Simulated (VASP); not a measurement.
Write the native input for VASP 6.6.1 that does the following.

| Quantity | Value |
| --- | --- |
| Task | single point |
| Functional | PBE |
| Potentials or basis | VASP PAW PBE potentials, release 64 (C, B) |
| Cutoff | 520 eV |
| k mesh | 11 × 11 × 11 |
| Occupations | fermi-dirac, width 0.05 eV |
| Spin | no spin polarisation |
| Dipole correction | no |
| Further INCAR settings | ALGO = Normal; EDIFF = 1e-07; NBANDS = 20 |

The structure of BC5 lies in POSCAR:

```
BC5
1.0
   -1.2526000000      3.8625540000      1.8671370000
    1.2526000000     -3.8625540000      1.8671370000
    1.2526000000      3.8625540000     -1.8671370000
C B
5 1
Direct
    0.8252650000      0.8252650000      0.0000000000
    0.2101850000      0.0417430000      0.1684420000
    0.8733010000      0.0417430000      0.8315580000
    0.4559700000      0.7835860000      0.6723840000
    0.1112020000      0.7835860000      0.3276160000
    0.5241760000      0.0241760000      0.5000000000
```

One way to write it, as run:

INCAR

```
SYSTEM = BC5
PREC = Accurate ; ENCUT = 520
EDIFF = 1E-7 ; ISMEAR = -1
SIGMA = 0.05 ; LREAL = .False.
LASPH = .True. ; NELM = 100
ALGO = Normal ; ISIF = 2
LWAVE = .False. ; LCHARG = .False.
GGA = PE ; NBANDS = 20
```

KPOINTS

```
regular mesh
0
Gamma
  11 11 11
  0 0 0
```

Potentials or basis: VASP PAW PBE potentials, release 64 (C, B).

The run is started by

```bash
$ cat potpaw_PBE.64/C/POTCAR potpaw_PBE.64/B/POTCAR > POTCAR
$ mpirun -np 1 vasp_std > vasp.out
```

Results of the run:

The pressure is 0.0 GPa, the largest force is 0.106 eV/Å and the band gap on the k mesh is zero (an odd number of electrons rules out a gap without spin polarisation).

Run time: 2.8 min on 1 thread of Intel(R) Xeon(R) 6975P-C (Granite Rapids), on a shared host, peak memory 0.27 GiB.
